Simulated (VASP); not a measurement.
Mo, 2 atoms in the cell. Symmetry: Fd-3m, No. 227, cubic system. The conventional cell has a = 4.927 Å, b = 4.927 Å, c = 4.927 Å, α = 90.00°, β = 90.00°, γ = 90.00°. Mo (site symmetry -43m) has 4 Mo at 2.13 Å within 2.8 Å. This isn't the form of Mo at room conditions, which is bcc.

```yaml
Program: VASP 6.6.1
Task: single point
Functional: PBE
Potentials_or_basis: VASP PAW PBE potentials, release 64 (Mo_sv)
Cutoff: 520 eV
k_mesh: 14 × 14 × 14
Occupations: fermi-dirac, width 0.05 eV
Spin: no spin polarisation
Dipole_correction: no
Further_INCAR_settings: ALGO = Normal; EDIFF = 1e-06; NBANDS = 21
```

Potentials or basis: VASP PAW PBE potentials, release 64 (Mo_sv).

Command:

```bash
$ cat potpaw_PBE.64/Mo_sv/POTCAR > POTCAR
$ mpirun -np 1 vasp_std > vasp.out
```

Hardware: 1 thread of Intel Xeon 8259CL, with other jobs on the host.

How long does it take, and how much memory?

Wall time 110 s on 1 thread of Intel Xeon 8259CL, with other jobs on the host, peak memory 0.19 GiB. Counts: scf iterations 11, k points 104.
